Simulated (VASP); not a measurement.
Runs of VASP 6.6.1 on Be. The structure is that of space group Im-3m (No. 229), or close to it. The cells are those of the table. 

| task | cell | k mesh | cutoff (eV) | gap on the mesh (eV) | pressure (GPa) |
| --- | --- | --- | --- | --- | --- |
| single point | a = 2.156 Å, angles 109.5°, 1 atom | 20 × 20 × 20 | 520 | none | 5.1 |
| single point | a = 2.185 Å, angles 109.5°, 1 atom | 17 × 17 × 17 | 600 | none | (a) |
| single point | a = 2.242 Å, angles 109.5°, 1 atom | 20 × 20 × 20 | 520 | none | -8.0 |
| single point | a = 2.185 Å, angles 109.5°, 1 atom | 20 × 20 × 20 | 520 | none | (b) |
| single point | a = 2.094 Å, angles 109.5°, 1 atom | 20 × 20 × 20 | 520 | none | 18.6 |
| relaxation of cell and atoms | relaxed from a = 2.192 Å, angles 109.5°, 1 atom | 17 × 17 × 17 | 600 | none | -0.2 |
| single point | a = 2.214 Å, angles 109.5°, 1 atom | 20 × 20 × 20 | 520 | none | -4.4 |
| single point | a = 2.126 Å, angles 109.5°, 1 atom | 20 × 20 × 20 | 520 | none | 11.2 |

Alike in all rows: level RPBE; potentials or basis VASP PAW PBE potentials, release 64 (Be); no spin polarisation; smearing fermi-dirac 0.1 eV.

Question: Estimate the missing entries.

Answer: (a) 0.0; (b) -0.1.

Caveats: the PAW data sets were made with another functional, which shifts forces and pressure a little.

A gap of «none» marks levels without a gap at the run's occupations.
